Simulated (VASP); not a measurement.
Runs of VASP 6.6.1 on Be. The structure is that of space group P-3m1 (No. 164), or close to it. The cells are those of the table. 

```csv
level,potentials or basis,cell,k mesh,gap on the mesh (eV),largest force (eV/Å)
PBEsol,"VASP PAW PBE potentials, release 64 (Be)","a = 2.258, b = 2.258, c = 24.878 Å, angles 90.0, 90.0, 60.0°, 6 atoms",17 × 17 × 1,none,0.21
LDA,"VASP PAW LDA potentials, release 64 (Be)","a = 2.229, b = 2.229, c = 24.774 Å, angles 90.0, 90.0, 60.0°, 6 atoms",17 × 17 × 1,none,0.01
PBEsol,"VASP PAW PBE potentials, release 64 (Be)","a = 2.258, b = 2.258, c = 24.878 Å, angles 90.0, 90.0, 60.0°, 6 atoms",27 × 27 × 1,none,(a)
PBE,"VASP PAW PBE potentials, release 64 (Be)","a = 2.265, b = 2.265, c = 24.899 Å, angles 90.0, 90.0, 60.0°, 6 atoms",17 × 17 × 1,none,0.02
PBEsol,"VASP PAW PBE potentials, release 64 (Be)","a = 2.290, b = 2.290, c = 24.971 Å, angles 90.0, 90.0, 60.0°, 6 atoms",16 × 16 × 1,none,0.02
r2SCAN,"VASP PAW PBE potentials, release 64 (Be)","a = 2.264, b = 2.264, c = 24.904 Å, angles 90.0, 90.0, 60.0°, 6 atoms",17 × 17 × 1,none,0.22
```

Alike in all rows: task single point; no spin polarisation; cutoff (eV) 520; smearing methfessel-paxton 0.1 eV.

Problem. Fill in the values left out.

Solution. (a) 0.18.

Caveats: the PAW data sets were made with another functional, which shifts forces and pressure a little (some runs).

A gap of «none» marks levels without a gap at the run's occupations.
